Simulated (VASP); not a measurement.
# MoS2 (P6_3/mmc) in VASP: further runs, part 2 of 2

VASP 6.6.1. The steps go on from the part before.

### Step 4. Single point, r2SCAN+rVV10

This run uses another cell than the first one, of 18.08 Å³/atom.

Input file POSCAR:

```
MoS2
1.0
    3.1732206042      0.0000000029      0.0000000000
   -1.5866103046      2.7480896536      0.0000000000
    0.0000000000      0.0000000000     12.4392042053
Mo S
2 4
Direct
    0.6666666667      0.3333333333      0.2500000000
    0.3333333333      0.6666666667      0.7500000000
    0.6666666667      0.3333333333      0.6249253385
    0.3333333333      0.6666666667      0.3750746615
    0.6666666667      0.3333333333      0.8750746615
    0.3333333333      0.6666666667      0.1249253385
```

Input file INCAR.step1:

```
SYSTEM = MoS2
PREC = Accurate ; ENCUT = 520
ISMEAR = 0 ; SIGMA = 0.02
LREAL = .FALSE. ; LASPH = .TRUE.
NELM = 100 ; NBANDS = 35
GGA = PE ; ALGO = Normal
EDIFF = 1E-4 ; LWAVE = .TRUE.
LCHARG = .FALSE.
```

Input file INCAR.step2:

```
SYSTEM = MoS2
PREC = Accurate ; ENCUT = 520
EDIFF = 1E-7 ; ISMEAR = 0
SIGMA = 0.02 ; LREAL = .FALSE.
LASPH = .TRUE. ; NELM = 100
ALGO = Normal ; ISIF = 2
LWAVE = .FALSE. ; LCHARG = .FALSE.
METAGGA = R2SCAN ; LMIXTAU = .TRUE.
LUSE_VDW = .TRUE. ; IVDW_NL = 2
BPARAM = 11.95 ; CPARAM = 0.0093
NBANDS = 35 ; ISTART = 1
```

Input file KPOINTS:

```
regular mesh
0
G
  12 12 4
  0 0 0
```

Potentials or basis: VASP PAW PBE potentials, release 64 (Mo_sv, S).

Launch:

```console
$ cat potpaw_PBE.64/Mo_sv/POTCAR potpaw_PBE.64/S/POTCAR > POTCAR
$ cp INCAR.step1 INCAR
$ mpirun -np 1 vasp_std > vasp.out
$ cp INCAR.step2 INCAR
$ mpirun -np 1 vasp_std > vasp.out
```

OUTCAR:

```text
SYSTEM = MoS2
   PREC = Accurate
   ENCUT = 520
   EDIFF = 1E-7
   ISMEAR = 0
   LREAL = .FALSE.
   LASPH = .TRUE.
   NELM = 100
   ISIF = 2
   METAGGA = R2SCAN
   IVDW_NL = 2
   BPARAM = 11.95
   ISTART = 1

 ion  position               nearest neighbor table
   1  0.667  0.333  0.250-   4 2.40   6 2.40   4 2.40   6 2.40   4 2.40   6 2.40
   2  0.333  0.667  0.750-   3 2.40   5 2.40   3 2.40   5 2.40   3 2.40   5 2.40
   3  0.667  0.333  0.625-   2 2.40   2 2.40   2 2.40
   4  0.333  0.667  0.375-   1 2.40   1 2.40   1 2.40
   5  0.667  0.333  0.875-   2 2.40   2 2.40   2 2.40
   6  0.333  0.667  0.125-   1 2.40   1 2.40   1 2.40
[... 1124 lines left out ...]
  -------------------------------------------------------------------------------------
  Total        0.1278663      0.1278663      0.0490214      0.0000000      0.0000000      0.0000000
  in kB        1.8886134      1.8886134      0.7240560      0.0000000      0.0000000      0.0000000
  external PRESSURE =       1.5004276 kB  Pullay stress =       0.0000000 kB

 VOLUME and BASIS-vectors are now :
 -----------------------------------------------------------------------------
  energy-cutoff  :      520.00
  volume of cell :      108.47
      direct lattice vectors                 reciprocal lattice vectors
     3.173220604  0.000000003  0.000000000     0.315137245  0.181944574  0.000000000
    -1.586610305  2.748089654  0.000000000    -0.000000000  0.363889147  0.000000000
     0.000000000  0.000000000 12.439204205     0.000000000  0.000000000  0.080390995

 POSITION                                       TOTAL-FORCE (eV/Angst)
 -----------------------------------------------------------------------------------
      1.58661      0.91603      3.10980         0.000000      0.000000      0.000000
     -0.00000      1.83206      9.32940        -0.000000     -0.000000      0.000000
      1.58661      0.91603      7.77357         0.000000     -0.000000     -0.013855
     -0.00000      1.83206      4.66563        -0.000000      0.000000      0.013855
      1.58661      0.91603     10.88523         0.000000     -0.000000      0.013855
     -0.00000      1.83206      1.55397        -0.000000      0.000000     -0.013855
 -----------------------------------------------------------------------------------
    total drift:                                0.000000     -0.000000      0.000000

  FREE ENERGIE OF THE ION-ELECTRON SYSTEM (eV)
  ---------------------------------------------------
  free  energy   TOTEN  =       -89.1041483986 eV

  energy  without entropy=      -89.1041483986  energy(sigma->0) =      -89.10414840
```

OUTCAR.step1:

```text
SYSTEM = MoS2
   PREC = Accurate
   ENCUT = 520
   ISMEAR = 0
   LREAL = .FALSE.
   LASPH = .TRUE.
   NELM = 100
[... 1151 lines left out ...]
     -0.00000      1.83206      4.66563         0.000000     -0.000000      0.088211
      1.58661      0.91603     10.88523        -0.000000      0.000000      0.088211
     -0.00000      1.83206      1.55397         0.000000     -0.000000     -0.088211
 -----------------------------------------------------------------------------------
    total drift:                                0.000000     -0.000000      0.000000

  FREE ENERGIE OF THE ION-ELECTRON SYSTEM (eV)
  ---------------------------------------------------
  free  energy   TOTEN  =       -43.6333367753 eV

  energy  without entropy=      -43.6333367753  energy(sigma->0) =      -43.63333678
```

OSZICAR.step1:

```text
N       E                     dE             d eps       ncg     rms          rms(c)
DAV:   1     0.440866960481E+03    0.44087E+03   -0.29392E+04  4406   0.141E+03
DAV:   2    -0.233310450644E+02   -0.46420E+03   -0.44902E+03  4788   0.366E+02
DAV:   3    -0.461323164652E+02   -0.22801E+02   -0.22368E+02  4918   0.736E+01
DAV:   4    -0.465831231446E+02   -0.45081E+00   -0.44951E+00  4743   0.105E+01
DAV:   5    -0.465916600068E+02   -0.85369E-02   -0.85351E-02  4718   0.146E+00    0.341E+01
DAV:   6    -0.444120637654E+02    0.21796E+01   -0.12578E+01  4333   0.226E+01    0.127E+01
DAV:   7    -0.439919462978E+02    0.42012E+00   -0.55974E+00  4246   0.147E+01    0.813E+00
DAV:   8    -0.436314247488E+02    0.36052E+00   -0.84600E-01  4304   0.620E+00    0.292E+00
DAV:   9    -0.436413368267E+02   -0.99121E-02   -0.10180E-01  4596   0.158E+00    0.128E+00
DAV:  10    -0.436334222174E+02    0.79146E-02   -0.33210E-02  4394   0.123E+00    0.410E-01
DAV:  11    -0.436335292197E+02   -0.10700E-03   -0.18922E-03  4400   0.234E-01    0.235E-01
DAV:  12    -0.436333372939E+02    0.19193E-03   -0.51334E-04  3955   0.132E-01    0.113E-01
DAV:  13    -0.436333367753E+02    0.51858E-06   -0.15805E-04  2408   0.668E-02
   1 F= -.43633337E+02 E0= -.43633337E+02  d E =-.194994E-33
```

It took 9.5 min on 1 thread of AMD EPYC 9R45 (Zen 5), shared host; peak memory 0.51 GiB.

What came out:

| Item | Value |
| --- | --- |
| Free energy | -89.1041 eV |
| Pressure | 0.2 GPa |
| Largest force | 0.014 eV/Å |
| Band gap on the k mesh | 1.04 eV (least direct gap 1.75 eV) |

Forces on the atoms (eV/Å):
```
Mo   0.000  0.000  0.000
Mo   0.000  0.000  0.000
S    0.000  0.000 -0.014
S    0.000  0.000  0.014
S    0.000  0.000  0.014
S    0.000  0.000 -0.014
```

Caveat: the PAW data sets were made with another functional, which shifts forces and pressure a little. A k mesh can miss the band edges.

### Step 5. Summary

| cell | k mesh | smearing | gap on the mesh (eV) | pressure (GPa) | largest force (eV/Å) |
| --- | --- | --- | --- | --- | --- |
| a = 3.192, b = 3.192, c = 13.378 Å, angles 90.0, 90.0, 120.0°, 6 atoms, atomic positions A | 6 × 6 × 2 | gaussian 0.1 eV | 1.29 | -2.7 | 0.19 |
| a = 3.173, b = 3.173, c = 12.439 Å, angles 90.0, 90.0, 120.0°, 6 atoms, atomic positions B | 12 × 12 × 2 | gaussian 0.02 eV | 1.04 | 0.2 | 0.01 |
| a = 3.173, b = 3.173, c = 12.439 Å, angles 90.0, 90.0, 120.0°, 6 atoms, atomic positions B | 12 × 12 × 4 | gaussian 0.02 eV | 1.04 | 0.2 | 0.01 |

Alike in all rows: task single point; level r2SCAN+rVV10; potentials or basis VASP PAW PBE potentials, release 64 (Mo_sv, S); no spin polarisation; cutoff (eV) 520.

Caveats: the PAW data sets were made with another functional, which shifts forces and pressure a little.

Total energies depend on the potentials used, so only differences within one code and one set of settings carry meaning.
